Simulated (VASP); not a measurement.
A run of VASP 6.6.1 is set up as follows.

File INCAR:

```
PREC = Accurate
ENCUT = 520
EDIFF = 1E-8
ISMEAR = -1
SIGMA = 0.03
LREAL = False
LASPH = True
NELM = 80
ALGO = Normal
ISIF = 2
LWAVE = False
LCHARG = False
GGA = PE
LEFG = True
NBANDS = 15
```

The input KPOINTS:

```
Automatic mesh
0
Gamma
  9 9 9
```

The input POSCAR:

```
KI
1.0
    0.0000000000      4.0275764067      4.0275764067
    4.0275764067      0.0000000000      4.0275764067
    4.0275764067      4.0275764067      0.0000000000
K I
1 1
Direct
    0.0000000000      0.0000000000      0.0000000000
    0.2500000000      0.2500000000      0.2500000000
```

Potentials or basis: VASP PAW PBE potentials, release 64 (K_sv, I).

Launch:

```sh
$ cat potpaw_PBE.64/K_sv/POTCAR potpaw_PBE.64/I/POTCAR > POTCAR
$ mpirun -np 1 vasp_std > vasp.out
```

Question: Estimate the band gap on the k mesh.

Answer: 3.85 eV, indirect (the least direct gap lies 2.0 meV higher).

Question: Estimate the pressure.

Answer: -0.2 GPa.

Caveat: without QUAD_EFG the Cq values of the log hold for a quadrupole moment of 1 mb, not for the nuclei; spin-orbit coupling is left out, which moves the levels of the heavy elements. A k mesh can miss the band edges.
